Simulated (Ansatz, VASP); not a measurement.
**C in VASP and in Ansatz**

```
CELL_PARAMETERS angstrom
1.33581 -3.09966 0.00000
1.33581 3.09966 0.00000
0.00000 0.00000 3.42831
ATOMIC_POSITIONS crystal
C 0.50000 0.50000 0.80517
C 0.50000 0.50000 0.19483
C 0.32200 0.67800 0.50000
C 0.67800 0.32200 0.50000
```

Alike in both runs: functional PBE; k mesh 18 × 18 × 14; occupations gaussian, width 0.1 eV; no spin polarisation.

Ansatz relaxed the structure, and its values are those at the end. VASP's run is a single point on that final structure, the one shown.

```csv
,VASP,Ansatz
version,VASP 6.6.1,Ansatz 0.2.0
potentials or method,"VASP PAW PBE potentials, release 64 (C), cutoff 520 eV","scalar-relativistic, plane waves, PAW"
valence electrons in the cell,16,16
```

|  | VASP | Ansatz | Ansatz less VASP |
| --- | --- | --- | --- |
| gap on the k mesh at the Fermi level (eV) | none | none | - |
| pressure (GPa) | 0.4 | 0.0 | -0.37 |
| rms of the force components (eV/Å) | 0.015 | 0.000 | -0.0147 |

A gap of «none» marks a metal or a gap that the smearing closes.
